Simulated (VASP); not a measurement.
Input of a VASP 6.6.1 run:

The input INCAR:

```
SYSTEM = Ti3Al2
ALGO     = Fast           ! electronic algorithm
EDIFF    = 1E-6           ! SCF threshold, eV
ENCUT    = 520            ! plane-wave cutoff, eV
GGA      = PE             ! functional
ISIF     = 2              ! what is computed and relaxed
ISMEAR   = 0              ! smearing method
LASPH    = .True.         ! aspherical terms in the spheres
LCHARG   = .False.        ! write CHGCAR
LREAL    = .False.        ! projectors in reciprocal space
LWAVE    = .False.        ! write WAVECAR
NBANDS   = 29             ! bands
NELM     = 100            ! most SCF steps
PREC     = Accurate       ! precision mode
SIGMA    = 0.1            ! smearing width, eV
```

KPOINTS

```
k-points
0
Gamma
  12 12 8
  0 0 0
```

POSCAR

```
Ti3Al2
1.0
    5.2255665128      0.0000000000      0.0000000000
   -2.6127832564      4.5254733492      0.0000000000
    0.0000000000      0.0000000000      5.0151494342
Ti Al
3 2
Direct
    0.5000000000      0.0000000000      0.0000000000
    0.0000000000      0.5000000000      0.0000000000
    0.5000000000      0.5000000000      0.0000000000
    0.0000000000      0.0000000000      0.2491042710
    0.0000000000      0.0000000000      0.7508957290
```

Potentials or basis: VASP PAW PBE potentials, release 64 (Ti_sv, Al).

Command:

```bash
$ cat potpaw_PBE.64/Ti_sv/POTCAR potpaw_PBE.64/Al/POTCAR > POTCAR
$ mpirun -np 1 vasp_std > vasp.out
```

(1) What does it give for the largest force?

(2) What does it give for the pressure?

Results:

(1) 0.007 eV/Å.

(2) 0.0 GPa.
